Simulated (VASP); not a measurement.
# Os (P6_3/mmc) in VASP: further runs, part 2 of 2

VASP 6.6.1. Earlier steps stand in the parts before.

## (3) Single point, LDA

File INCAR:

```
SYSTEM = Os
  PREC = Accurate
  ENCUT = 520
  EDIFF = 1E-6
  ISMEAR = 1
  SIGMA = 0.01
  LREAL = .FALSE.
  LASPH = .TRUE.
  NELM = 60
  ALGO = Normal
  ISIF = 2
  LWAVE = .FALSE.
  LCHARG = .FALSE.
  GGA = CA
  NBANDS = 15
```

File KPOINTS:

```
Automatic mesh
0
G
  13 13 8
  0 0 0
```

File POSCAR:

```
Os
1.0
    2.7175247593      0.0000000000      0.0000000000
   -1.3587623796      2.3534454770      0.0000000000
    0.0000000000      0.0000000000      4.2844606214
Os
2
Direct
    0.3333333333      0.6666666667      0.2500000000
    0.6666666667      0.3333333333      0.7500000000
```

Potentials or basis: VASP PAW LDA potentials, release 64 (Os).

Command:

```console
> cat potpaw_LDA.64/Os/POTCAR > POTCAR
> mpirun -np 1 vasp_std > vasp.out
```

OUTCAR:

```text
SYSTEM = Os
   PREC = Accurate
   ENCUT = 520
   EDIFF = 1E-6
   ISMEAR = 1
   LREAL = .FALSE.
   LASPH = .TRUE.
   NELM = 60
   ISIF = 2
   GGA = CA

 ion  position               nearest neighbor table
   1  0.333  0.667  0.250-   2 2.66   2 2.66   2 2.66   2 2.66   2 2.66   2 2.66
   2  0.667  0.333  0.750-   1 2.66   1 2.66   1 2.66   1 2.66   1 2.66   1 2.66

  LATTYP: Found a hexagonal cell.
 ALAT       =     2.7175247593
 C/A-ratio  =     1.5766040794

  Lattice vectors:

 A1 = (   2.7175247593,   0.0000000000,   0.0000000000)
 A2 = (  -1.3587623796,   2.3534454770,   0.0000000000)
 A3 = (   0.0000000000,   0.0000000000,   4.2844606214)

Analysis of symmetry for initial positions (statically):
=====================================================================
 Subroutine PRICEL returns:
 Original cell was already a primitive cell.

 Routine SETGRP: Setting up the symmetry group for a
 hexagonal supercell.

 Subroutine GETGRP returns: Found 24 space group operations
 (whereof 12 operations were pure point group operations)
 out of a pool of 24 trial point group operations.

The static configuration has the point symmetry D_3d.
 The point group associated with its full space group is D_6h.

Analysis of symmetry for dynamics (positions and initial velocities):
=====================================================================
 Subroutine PRICEL returns:
 Original cell was already a primitive cell.

 Routine SETGRP: Setting up the symmetry group for a
 hexagonal supercell.

 Subroutine GETGRP returns: Found 24 space group operations
 (whereof 12 operations were pure point group operations)
 out of a pool of 24 trial point group operations.

The dynamic configuration has the point symmetry D_3d.
 The point group associated with its full space group is D_6h.

 Subroutine INISYM returns: Found 24 space group operations
 (whereof 12 operations are pure point group operations),
 and found     1 'primitive' translations
[... 117 lines left out ...]
  Fermi-wavevector in a.u.,A,eV,Ry     =   1.368328  2.585765 25.474482  1.872322
  Thomas-Fermi vector in A             =   2.494302
   LORBIT       =      0    0 simple, 1 ext, 2 COOP (PROOUT), +10 PAW based schemes
   GGA     = CA    functional components
   LHFCALC =     F    Hartree Fock is set to
   AEXX    =    0.0000 exact exchange contribution
   IVDW    =     0    specifies the selected vdW correction
   LEPSILON=     F    determine dielectric tensor
   LRPA    =     F    only Hartree local field effects (RPA)
 non-spin polarized calculation
 Methfessel and Paxton  Order N= 1 SIGMA  =   0.01
  energy-cutoff  :      520.00
  volume of cell :       27.40
 maximum number of plane-waves:       756
   NGX = 11   NGY = 11   NGZ = 15

 number of electron      15.9999998 magnetization

 Free energy of the ion-electron system (eV)
  ---------------------------------------------------
  ext. energy  EPLUGINS =         0.00000000
  ---------------------------------------------------
  free energy    TOTEN  =       -25.30784217 eV

  energy without entropy =      -25.30784821  energy(sigma->0) =      -25.30784418

 E-fermi :   9.7621     XC(G=0): -14.2983

 val. band max:        9.7517813097   @ k =   0.3077   0.0769   0.2500
 cond. band min:       9.7676899410   @ k =   0.1538   0.0769   0.3750
 fundamental gap:      0.0159086314
 Fermi energy:         9.7620588400

 k-point     1 :       0.0000    0.0000    0.0000
  band No.  band energies     occupation
      1      -1.3397      2.00000
      2       1.7506      2.00000
      3       6.5406      2.00000
      4       6.5406      2.00000
      5       6.8289      2.00000
      6       7.4145      2.00000
      7       7.4145      2.00000
      8       8.0697      2.00000
      9       8.0697      2.00000
     10       9.8895     -0.00000
     11      11.4387      0.00000
     12      11.4387      0.00000
     13      19.0659      0.00000
     14      23.8145      0.00000
[... 401 lines left out ...]
      2       2.5739      2.00000
      3       5.5215      2.00000
      4       6.1876      2.00000
      5       6.7881      2.00000
      6       7.0235      2.00000
      7       7.7608      2.00000
      8       7.8878      2.00000
      9       8.2187      2.00000
     10       8.5452      2.00000
     11      11.7999      0.00000
     12      14.1577      0.00000
     13      19.9526      0.00000
     14      25.1836      0.00000
     15      27.2934      0.00000

 [... further k-points ...]
[... 5 lines left out ...]
  --------------------------------------------------------------------------------------
  -------------------------------------------------------------------------------------
  Total        0.2297999      0.2297999      0.0014758      0.0000000     -0.0000000      0.0000000
  in kB       13.4365168     13.4365168      0.0862917      0.0000000     -0.0000000      0.0000000
  external PRESSURE =       8.9864418 kB  Pullay stress =       0.0000000 kB

 VOLUME and BASIS-vectors are now :
 -----------------------------------------------------------------------------
  energy-cutoff  :      520.00
  volume of cell :       27.40
      direct lattice vectors                 reciprocal lattice vectors
     2.717524759  0.000000000  0.000000000     0.367981928  0.212454465  0.000000000
    -1.358762380  2.353445477  0.000000000     0.000000000  0.424908930  0.000000000
     0.000000000  0.000000000  4.284460621     0.000000000  0.000000000  0.233401608

 POSITION                                       TOTAL-FORCE (eV/Angst)
 -----------------------------------------------------------------------------------
     -0.00000      1.56896      1.07112         0.000000     -0.000000      0.000000
      1.35876      0.78448      3.21335        -0.000000      0.000000      0.000000
 -----------------------------------------------------------------------------------
    total drift:                               -0.000000      0.000000     -0.000000

  FREE ENERGIE OF THE ION-ELECTRON SYSTEM (eV)
  ---------------------------------------------------
  free  energy   TOTEN  =       -25.3078421717 eV

  energy  without entropy=      -25.3078482051  energy(sigma->0) =      -25.30784418
```

Wall time 28 s (1 thread of Intel Xeon Platinum 8259CL at 2.50GHz (Skylake/Cascade Lake), shared host); peak memory 0.15 GiB.

What came out:

| Property | Result |
| --- | --- |
| Free energy | -25.3078 eV |
| Pressure | 0.9 GPa |
| Band gap on the k mesh | zero (band 8 reaches 11.83 eV, above the bottom of band 9 at 7.90 eV) |

Levels at points of the mesh, in eV from the Fermi level:
| k point | band 5 | band 6 | band 7 | band 8 | band 9 | band 10 | band 11 | band 12 |
| --- | --- | --- | --- | --- | --- | --- | --- | --- |
| (0.00, 0.00, 0.00) | -2.93 | -2.35 | -2.35 | -1.69 | -1.69 | 0.13 | 1.68 | 1.68 |
| (0.00, 0.00, 0.50) | -3.42 | -3.42 | -3.42 | -3.42 | 0.86 | 0.86 | 0.86 | 0.86 |

Caveat: spin-orbit coupling is left out, which moves the levels of the heavy elements.

## (4) Single point, LDA

File INCAR:

```
SYSTEM = Os
  ALGO = Normal
  EDIFF = 1E-7
  ENCUT = 520
  GGA = CA
  ISIF = 2
  ISMEAR = 1
  LASPH = .TRUE.
  LCHARG = .FALSE.
  LREAL = .FALSE.
  LWAVE = .FALSE.
  NBANDS = 15
  NELM = 80
  PREC = Accurate
  SIGMA = 0.03
```

File KPOINTS:

```
k-points
0
G
  13 13 8
  0 0 0
```

POSCAR is that of step 3.

Command:

```console
> cat potpaw_LDA.64/Os/POTCAR > POTCAR
> mpirun -np 1 vasp_std > vasp.out
```

Wall time 28 s (1 thread of Intel Xeon Platinum 8259CL at 2.50GHz (Skylake/Cascade Lake), shared host); peak memory 0.15 GiB.

Results (log left out):

```yaml
Free_energy: -25.3079 eV
Pressure: 0.9 GPa
Band_gap_on_the_k_mesh: zero (band 8 reaches 11.83 eV, above the bottom of band 9 at 7.90 eV)
```

Stress tensor (GPa, compression positive):
```
1.31 0.00 0.00
0.00 1.31 0.00
0.00 0.00 0.09
```

Levels at points of the mesh, in eV from the Fermi level:
| k point | band 5 | band 6 | band 7 | band 8 | band 9 | band 10 | band 11 | band 12 |
| --- | --- | --- | --- | --- | --- | --- | --- | --- |
| (0.00, 0.00, 0.00) | -2.93 | -2.35 | -2.35 | -1.69 | -1.69 | 0.13 | 1.68 | 1.68 |
| (0.00, 0.00, 0.50) | -3.42 | -3.42 | -3.42 | -3.42 | 0.86 | 0.86 | 0.86 | 0.86 |

Caveat: spin-orbit coupling is left out, which moves the levels of the heavy elements.

## (5) Single point, LDA

File INCAR:

```
PREC     = Accurate       # precision mode
ENCUT    = 500            # plane-wave cutoff, eV
EDIFF    = 1E-6           # SCF threshold, eV
ISMEAR   = -1             # smearing method
SIGMA    = 0.03           # smearing width, eV
LREAL    = False          # projectors in reciprocal space
LASPH    = True           # aspherical terms in the spheres
NELM     = 120            # most SCF steps
ALGO     = Normal         # electronic algorithm
ISIF     = 2              # what is computed and relaxed
LWAVE    = False          # write WAVECAR
LCHARG   = True           # write CHGCAR
GGA      = CA             # functional
LELF     = True           # ELF
LVHAR    = True         
NBANDS   = 23             # bands
GGA_COMPAT= False
```

File KPOINTS:

```
Automatic mesh
0
Gamma
  13 13 8
```

POSCAR is that of step 4.

Potentials or basis: VASP PAW LDA potentials, release 64 (Os_sv_GW).

Command:

```console
> cat potpaw_LDA.64/Os_sv_GW/POTCAR > POTCAR
> mpirun -np 1 vasp_std > vasp.out
```

Run time: 23 s. Hardware: 1 thread of Intel Xeon 6975P-C (Granite Rapids), shared host; peak memory 0.17 GiB.

Results (log left out):

```yaml
Free_energy: -27.6146 eV
Pressure: -0.8 GPa
Band_gap_on_the_k_mesh: zero (band 16 reaches 16.09 eV, above the bottom of band 17 at 12.12 eV)
```

Stress tensor (GPa, compression positive):
```
-0.48  0.00  0.00
 0.00 -0.48  0.00
 0.00  0.00 -1.38
```

Levels at points of the mesh, in eV from the Fermi level:
```csv
k point,band 13,band 14,band 15,band 16,band 17,band 18,band 19,band 20
"(0.00, 0.00, 0.00)",-2.94,-2.35,-2.35,-1.70,-1.70,0.11,1.68,1.68
"(0.00, 0.00, 0.50)",-3.43,-3.43,-3.43,-3.43,0.88,0.88,0.88,0.88
```

Caveat: spin-orbit coupling is left out, which moves the levels of the heavy elements.

## (6) Summary

| potentials or basis | cutoff (eV) | smearing | second run | gap on the mesh (eV) | pressure (GPa) |
| --- | --- | --- | --- | --- | --- |
| VASP PAW LDA potentials, release 64 (Os) | 520 | gaussian 1 eV | - | none | 3.9 |
| VASP PAW LDA potentials, release 64 (Os) | 520 | methfessel-paxton 0.01 eV | - | none | 0.9 |
| VASP PAW LDA potentials, release 64 (Os) | 520 | methfessel-paxton 0.03 eV | - | none | 0.9 |
| VASP PAW LDA potentials, release 64 (Os_sv_GW) | 500 | fermi-dirac 0.03 eV | valence_matched | none | -0.8 |

Alike in all rows: task single point; level LDA; no spin polarisation; cell as given; k mesh 13 × 13 × 8.

Caveats: spin-orbit coupling is left out, which moves the levels of the heavy elements.

Total energies depend on the potentials used, so only differences within one code and one set of settings carry meaning.
